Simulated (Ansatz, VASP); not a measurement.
# Ba2Au in VASP and in Ansatz

```xyz
3
Lattice="-2.0417 2.0417 7.4856 2.0417 -2.0417 7.4856 2.0417 2.0417 -7.4856" Properties=species:S:1:pos:R:3 pbc="T T T"
Ba    0.0000    0.0000    9.3577
Ba    0.0000    0.0000    5.6135
Au    0.0000    0.0000    0.0000
```

Alike in both runs: functional PBE; k mesh 6 × 6 × 6; occupations gaussian, width 0.1 eV; no spin polarisation.

Ansatz relaxed the structure, and its values are those at the end. VASP's run is a single point on that final structure, the one shown.

|  | VASP | Ansatz |
| --- | --- | --- |
| version | VASP 6.6.1 | Ansatz 0.2.0 |
| potentials or method | VASP PAW PBE potentials, release 64 (Ba_sv, Au), cutoff 520 eV | scalar-relativistic, plane waves, PAW |
| valence electrons in the cell | 31 | 39 |

```csv
,VASP,Ansatz,Ansatz less VASP
gap on the k mesh at the Fermi level (eV),none,none,-
pressure (GPa),0.3,0.0,-0.33
rms of the force components (eV/Å),0.034,0.002,-0.0328
```

A gap of «none» marks a metal or a gap that the smearing closes. With one functional, cell and mesh, what is left measures potentials, basis and numerics. VASP's potentials hold 31 valence electrons a cell and Ansatz's 39, so a difference there can come from the potentials and not from the codes.

The k mesh is coarse, so the values compare programs but aren't converged. Neither program's run includes spin-orbit coupling.
